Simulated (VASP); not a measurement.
# As (Im-3m) in VASP: notebook

Runs on As. Level: r2SCAN. Tasks: single point.

All numbers are computed with VASP 6.6.1; they aren't measurements. Logs are shortened: lines on timing, memory, paths and dates and some standing lists are left out, and cuts for length are marked.

### 1 The cell of the first run

Symmetry: Im-3m, No. 229, cubic system. The conventional cell has a = 3.345 Å, b = 3.345 Å, c = 3.345 Å, α = 90.00°, β = 90.00°, γ = 90.00°. As (site symmetry m-3m) has 14 As at 2.90 to 3.35 Å within 3.8 Å.

This isn't the form of As at room conditions, which is rhombohedral.

### 2 Single point, r2SCAN

POSCAR

```
As
1.0
   -1.6725360748      1.6725360748      1.6725360748
    1.6725360748     -1.6725360748      1.6725360748
    1.6725360748      1.6725360748     -1.6725360748
As
1
Direct
    0.0000000000      0.0000000000      0.0000000000
```

INCAR.step1

```
ALGO = Normal ; EDIFF = 1E-4
ENCUT = 520 ; GGA = PE
ISMEAR = 0 ; LASPH = T
LCHARG = F ; LREAL = F
LWAVE = T ; NBANDS = 8
NELM = 80 ; PREC = Accurate
SIGMA = 0.1
```

INCAR.step2

```
ALGO = Normal ; EDIFF = 1E-6
ENCUT = 520 ; ISIF = 2
ISMEAR = 0 ; ISTART = 1
LASPH = T ; LCHARG = T
LELF = T ; LMIXTAU = T
LREAL = F ; LVHAR = T
LWAVE = F ; METAGGA = R2SCAN
NBANDS = 8 ; NELM = 80
PREC = Accurate ; SIGMA = 0.1
```

KPOINTS

```
k-points
0
Gamma
  8 8 8
```

Potentials or basis: VASP PAW PBE potentials, release 64 (As).

Command:

```console
$ cat potpaw_PBE.64/As/POTCAR > POTCAR
$ cp INCAR.step1 INCAR
$ mpirun -np 1 vasp_std > vasp.out
$ cp INCAR.step2 INCAR
$ mpirun -np 1 vasp_std > vasp.out
```

OUTCAR:

```text
EDIFF = 1E-6
   ENCUT = 520
   ISIF = 2
   ISMEAR = 0
   ISTART = 1
   LASPH = T
   LREAL = F
   METAGGA = R2SCAN
   NELM = 80
   PREC = Accurate

 ion  position               nearest neighbor table
   1  0.000  0.000  0.000-

  LATTYP: Found a body centered cubic cell.
 ALAT       =     3.3450721496

  Lattice vectors:

 A1 = (  -1.6725360748,   1.6725360748,   1.6725360748)
 A2 = (   1.6725360748,  -1.6725360748,   1.6725360748)
 A3 = (   1.6725360748,   1.6725360748,  -1.6725360748)

Analysis of symmetry for initial positions (statically):
=====================================================================
 Subroutine PRICEL returns:
 Original cell was already a primitive cell.

 Routine SETGRP: Setting up the symmetry group for a
 body centered cubic supercell.

 Subroutine GETGRP returns: Found 48 space group operations
 (whereof 48 operations were pure point group operations)
 out of a pool of 48 trial point group operations.

The static configuration has the point symmetry O_h .

Analysis of symmetry for dynamics (positions and initial velocities):
=====================================================================
 Subroutine PRICEL returns:
 Original cell was already a primitive cell.

 Routine SETGRP: Setting up the symmetry group for a
 body centered cubic supercell.

 Subroutine GETGRP returns: Found 48 space group operations
 (whereof 48 operations were pure point group operations)
 out of a pool of 48 trial point group operations.

The dynamic configuration has the point symmetry O_h .

 Subroutine INISYM returns: Found 48 space group operations
 (whereof 48 operations are pure point group operations),
 and found     1 'primitive' translations

----------------------------------------------------------------------------------------

                                     Primitive cell

  volume of cell :      18.7149

  direct lattice vectors                    reciprocal lattice vectors
    -1.672536075  1.672536075  1.672536075     0.000000000  0.298947214  0.298947214
     1.672536075 -1.672536075  1.672536075     0.298947214  0.000000000  0.298947214
     1.672536075  1.672536075 -1.672536075     0.298947214  0.298947214  0.000000000

  length of vectors
     2.896917459  2.896917459  2.896917459     0.422775205  0.422775205  0.422775205

  position of ions in fractional coordinates (direct lattice)
[... 73 lines left out ...]
   LSORBIT =      F    spin-orbit coupling
   LASPH  =      T    aspherical Exc in radial PAW
   ENCUT  =  520.0 eV  38.22 Ry    6.18 a.u.   5.39  5.39  5.39*2*pi/ulx,y,z
   NELM   =     80;   NELMIN=  2; NELMDL=  0     # of ELM steps
   EDIFF  = 0.1E-05   stopping-criterion for ELM
   LREAL  =      F    real-space projection
   EDIFFG = 0.1E-04   stopping-criterion for IOM
   NSW    =      0    number of steps for IOM
   IBRION =     -1    ionic relax: 0-MD 1-quasi-New 2-CG
   NFREE  =      0    steps in history (QN), initial steepest desc. (CG)
   ISIF   =      2    stress and relaxation
   ISYM   =      2    0-nonsym 1-usesym 2-fastsym
   POTIM  = 0.5000    time-step for ionic-motion
   TEBEG  =    0.0;   TEEND  =   0.0 temperature during run
   PSTRESS=    0.0 pullay stress
   NELECT =       5.0000    total number of electrons
   NUPDOWN=      -1.0000    fix difference up-down
   EMIN   =  10.00;   EMAX   =-10.00  energy-range for DOS
   EFERMI =   0.00;   METHOD = LEGACY
   ISMEAR =     0;   SIGMA  =   0.10  broadening in eV -4-tet -1-fermi 0-gaus
   EFERMI_NEDOS =   21; number of points for ismear=-14 and -15
   IALGO  =     38    algorithm
   IMIX   =      4    mixing-type and parameters
     AMIX     =   0.40;   BMIX     =  1.00
     AMIX_MAG =   1.60;   BMIX_MAG =  1.00
  volume/ion in A,a.u.               =      18.71       126.29
  Fermi-wavevector in a.u.,A,eV,Ry     =   1.054393  1.992515 15.126215  1.111745
  Thomas-Fermi vector in A             =   2.189552
   LORBIT       =      0    0 simple, 1 ext, 2 COOP (PROOUT), +10 PAW based schemes
   METAGGA = R2SCAN    functional components
   LHFCALC =     F    Hartree Fock is set to
   AEXX    =    0.0000 exact exchange contribution
   IVDW    =     0    specifies the selected vdW correction
   LEPSILON=     F    determine dielectric tensor
   LRPA    =     F    only Hartree local field effects (RPA)
 non-spin polarized calculation
 Gauss-broadening in eV      SIGMA  =   0.10
  energy-cutoff  :      520.00
  volume of cell :       18.71
 maximum number of plane-waves:       531
 NGX is ok and might be reduce to    24
   NGX = 11   NGY = 11   NGZ = 11

 number of electron       5.0000000 magnetization

 Free energy of the ion-electron system (eV)
  ---------------------------------------------------
  ext. energy  EPLUGINS =         0.00000000
  ---------------------------------------------------
  free energy    TOTEN  =       -14.07221727 eV

  energy without entropy =      -14.06848290  energy(sigma->0) =      -14.07035008

 E-fermi :   6.3381     XC(G=0): -11.3903

 val. band max:        6.2914704362   @ k =  -0.2500   0.2500   0.1250
 cond. band min:       6.5304967648   @ k =  -0.2500   0.2500   0.2500
 fundamental gap:      0.2390263286
 Fermi energy:         6.3381115358

 k-point     1 :       0.0000    0.0000    0.0000
  band No.  band energies     occupation
      1      -9.4131      2.00000
      2      12.8270      0.00000
      3      12.8270      0.00000
      4      12.8270      0.00000
      5      20.1539      0.00000
      6      20.1539      0.00000
      7      20.1539      0.00000
      8      22.9068      0.00000
[... 243 lines left out ...]
 k-point    24 :      -0.3750    0.3750    0.2500
  band No.  band energies     occupation
      1      -4.3058      2.00000
      2       3.2901      2.00000
      3       6.0708      1.99984
      4       7.3149      0.00000
      5      13.5872      0.00000
      6      19.0602      0.00000
      7      21.8773      0.00000
      8      23.3517      0.00000

 [... further k-points ...]
[... 5 lines left out ...]
  --------------------------------------------------------------------------------------
  -------------------------------------------------------------------------------------
  Total       -0.0409579     -0.0409579     -0.0409579      0.0000000     -0.0000000      0.0000000
  in kB       -3.5064017     -3.5064017     -3.5064017      0.0000000     -0.0000000      0.0000000
  external PRESSURE =      -3.5064017 kB  Pullay stress =       0.0000000 kB

 VOLUME and BASIS-vectors are now :
 -----------------------------------------------------------------------------
  energy-cutoff  :      520.00
  volume of cell :       18.71
      direct lattice vectors                 reciprocal lattice vectors
    -1.672536075  1.672536075  1.672536075     0.000000000  0.298947214  0.298947214
     1.672536075 -1.672536075  1.672536075     0.298947214  0.000000000  0.298947214
     1.672536075  1.672536075 -1.672536075     0.298947214  0.298947214  0.000000000

 POSITION                                       TOTAL-FORCE (eV/Angst)
 -----------------------------------------------------------------------------------
      0.00000      0.00000      0.00000        -0.000000      0.000000     -0.000000
 -----------------------------------------------------------------------------------
    total drift:                                0.000000     -0.000000      0.000000

  FREE ENERGIE OF THE ION-ELECTRON SYSTEM (eV)
  ---------------------------------------------------
  free  energy   TOTEN  =       -14.0722172701 eV

  energy  without entropy=      -14.0684828983  energy(sigma->0) =      -14.07035008
```

OUTCAR.step1:

```text
EDIFF = 1E-4
   ENCUT = 520
   GGA = PE
   ISMEAR = 0
   LASPH = T
[... 480 lines left out ...]

 POSITION                                       TOTAL-FORCE (eV/Angst)
 -----------------------------------------------------------------------------------
      0.00000      0.00000      0.00000         0.000000      0.000000      0.000000
 -----------------------------------------------------------------------------------
    total drift:                                0.000000      0.000000      0.000000

  FREE ENERGIE OF THE ION-ELECTRON SYSTEM (eV)
  ---------------------------------------------------
  free  energy   TOTEN  =        -4.2054614834 eV

  energy  without entropy=       -4.2006301712  energy(sigma->0) =       -4.20304583
```

OSZICAR.step1:

```text
N       E                     dE             d eps       ncg     rms          rms(c)
DAV:   1     0.210801058287E+01    0.21080E+01   -0.23705E+03   472   0.493E+02
DAV:   2    -0.416193286104E+01   -0.62699E+01   -0.61253E+01   656   0.507E+01
DAV:   3    -0.420862647139E+01   -0.46694E-01   -0.46681E-01   520   0.464E+00
DAV:   4    -0.420865157980E+01   -0.25108E-04   -0.25109E-04   752   0.131E-01
DAV:   5    -0.420865158658E+01   -0.67812E-08   -0.68519E-08   496   0.134E-03    0.188E+00
DAV:   6    -0.420633024319E+01    0.23213E-02   -0.22225E-03   568   0.248E-01    0.110E+00
DAV:   7    -0.420544186592E+01    0.88838E-03   -0.42911E-03   496   0.344E-01    0.468E-02
DAV:   8    -0.420546148337E+01   -0.19617E-04   -0.53401E-05   504   0.539E-02
   1 F= -.42054615E+01 E0= -.42030458E+01  d E =-.483131E-02
```

Wall time 8.5 s (1 thread of Intel Xeon 6975P-C (Granite Rapids), shared host); peak memory 0.14 GiB.

What came out:

| Quantity | Value |
| --- | --- |
| Free energy | -14.0722 eV |
| Pressure | -0.4 GPa |
| Band gap on the k mesh | zero (an odd number of electrons rules out a gap without spin polarisation) |

Caveat: the PAW data sets were made with another functional, which shifts forces and pressure a little; an odd number of electrons without spin polarisation forces a metal; a magnetic or distorted state may lie lower.

### 3 Single point, r2SCAN

This run uses another cell than the first one, of 21.74 Å³/atom.

POSCAR

```
As
1.0
   -1.7582508014      1.7582508014      1.7582508014
    1.7582508014     -1.7582508014      1.7582508014
    1.7582508014      1.7582508014     -1.7582508014
As
1
Direct
    0.0000000000      0.0000000000      0.0000000000
```

INCAR.step1

```
SYSTEM = As
ALGO = Normal ; EDIFF = 1E-4
ENCUT = 520 ; GGA = PE
ISMEAR = 0 ; LASPH = .TRUE.
LCHARG = .FALSE. ; LREAL = .FALSE.
LWAVE = .TRUE. ; NBANDS = 8
NELM = 60 ; PREC = Accurate
SIGMA = 0.1
```

INCAR.step2

```
SYSTEM = As
ALGO = Normal ; EDIFF = 1E-6
ENCUT = 520 ; ISIF = 2
ISMEAR = 0 ; ISTART = 1
LASPH = .TRUE. ; LCHARG = .FALSE.
LMIXTAU = .TRUE. ; LREAL = .FALSE.
LWAVE = .FALSE. ; METAGGA = R2SCAN
NBANDS = 8 ; NELM = 60
PREC = Accurate ; SIGMA = 0.1
```

KPOINTS

```
k-points
0
G
  8 8 8
  0 0 0
```

Potentials or basis: VASP PAW PBE potentials, release 64 (As).

Command:

```console
$ cat potpaw_PBE.64/As/POTCAR > POTCAR
$ cp INCAR.step1 INCAR
$ mpirun -np 1 vasp_std > vasp.out
$ cp INCAR.step2 INCAR
$ mpirun -np 1 vasp_std > vasp.out
```

Run time: 8.7 s. Hardware: 1 thread of Intel Xeon 6975P-C (Granite Rapids), shared host; peak memory 0.14 GiB.

The run converged. Its results:

* Free energy: -13.9766 eV
* Pressure: -9.1 GPa
* Band gap on the k mesh: zero (an odd number of electrons rules out a gap without spin polarisation)

Levels at points of the mesh, in eV from the Fermi level:
| k point | band 1 | band 2 | band 3 | band 4 | band 5 | band 6 | band 7 | band 8 |
| --- | --- | --- | --- | --- | --- | --- | --- | --- |
| (0.00, 0.00, 0.00) | -14.53 | 5.18 | 5.18 | 5.18 | 13.05 | 13.05 | 13.05 | 13.78 |
| (0.50, 0.00, 0.00) | -10.44 | -5.76 | 1.67 | 4.07 | 8.05 | 8.89 | 18.35 | 18.95 |
| (0.50, 0.50, 0.50) | -7.38 | -2.04 | -2.04 | -2.04 | 4.68 | 4.68 | 23.49 | 23.49 |

Caveat: the cell stands under tension; the PAW data sets were made with another functional, which shifts forces and pressure a little; an odd number of electrons without spin polarisation forces a metal; a magnetic or distorted state may lie lower.

### 4 Single point, r2SCAN

This run uses another cell than the first one, of 18.78 Å³/atom.

POSCAR

```
As
1.0
   -1.6744600861      1.6744600861      1.6744600861
    1.6744600861     -1.6744600861      1.6744600861
    1.6744600861      1.6744600861     -1.6744600861
As
1
Direct
    0.0000000000      0.0000000000      0.0000000000
```

INCAR.step1

```
SYSTEM = As
ALGO = Normal
EDIFF = 1E-4
ENCUT = 520
GGA = PE
ISMEAR = 0
LASPH = .TRUE.
LCHARG = .FALSE.
LREAL = .FALSE.
LWAVE = .TRUE.
NBANDS = 8
NELM = 100
PREC = Accurate
SIGMA = 0.1
```

INCAR.step2

```
SYSTEM = As
ALGO = Normal
EDIFF = 1E-6
ENCUT = 520
ISIF = 2
ISMEAR = 0
ISTART = 1
LASPH = .TRUE.
LCHARG = .FALSE.
LMIXTAU = .TRUE.
LREAL = .FALSE.
LWAVE = .FALSE.
METAGGA = R2SCAN
NBANDS = 8
NELM = 100
PREC = Accurate
SIGMA = 0.1
```

KPOINTS

```
k-points
0
G
  18 18 18
  0 0 0
```

Command:

```console
$ cat potpaw_PBE.64/As/POTCAR > POTCAR
$ cp INCAR.step1 INCAR
$ mpirun -np 1 vasp_std > vasp.out
$ cp INCAR.step2 INCAR
$ mpirun -np 1 vasp_std > vasp.out
```

It took 32 s on 1 thread of Intel Xeon 6975P-C (Granite Rapids), shared host; peak memory 0.15 GiB.

The run converged. Its results:

```
Free energy            : -14.0991 eV
Pressure               : -0.1 GPa
Band gap on the k mesh : zero (an odd number of electrons rules out a gap without spin polarisation)
```

Levels at points of the mesh, in eV from the Fermi level:
| k point | band 1 | band 2 | band 3 | band 4 | band 5 | band 6 | band 7 |
| --- | --- | --- | --- | --- | --- | --- | --- |
| (0.00, 0.00, 0.00) | -15.88 | 6.30 | 6.30 | 6.30 | 13.64 | 13.64 | 13.64 |
| (0.50, 0.00, 0.00) | -10.78 | -6.87 | 1.99 | 4.73 | 8.50 | 8.94 | 19.53 |
| (0.50, 0.50, 0.50) | -6.71 | -2.46 | -2.46 | -2.46 | 4.18 | 4.18 | 25.23 |

Caveat: the PAW data sets were made with another functional, which shifts forces and pressure a little; an odd number of electrons without spin polarisation forces a metal; a magnetic or distorted state may lie lower.

### 5 Summary

```tsv
cell	k mesh	gap on the mesh (eV)	pressure (GPa)
a = 2.897 Å, angles 109.5°, 1 atom	8 × 8 × 8	none	-0.4
a = 3.045 Å, angles 109.5°, 1 atom	8 × 8 × 8	none	-9.1
a = 2.900 Å, angles 109.5°, 1 atom	18 × 18 × 18	none	-0.1
```

Alike in all rows: task single point; level r2SCAN; potentials or basis VASP PAW PBE potentials, release 64 (As); no spin polarisation; cutoff (eV) 520; smearing gaussian 0.1 eV.

Caveats: the PAW data sets were made with another functional, which shifts forces and pressure a little; an odd number of electrons without spin polarisation forces a metal; a magnetic or distorted state may lie lower; the cell stands under tension (at least some runs).

Absolute energies hang on the potentials; compare differences alone.

The gap in the log of VASP goes by the Fermi energy; the results here count the filled bands.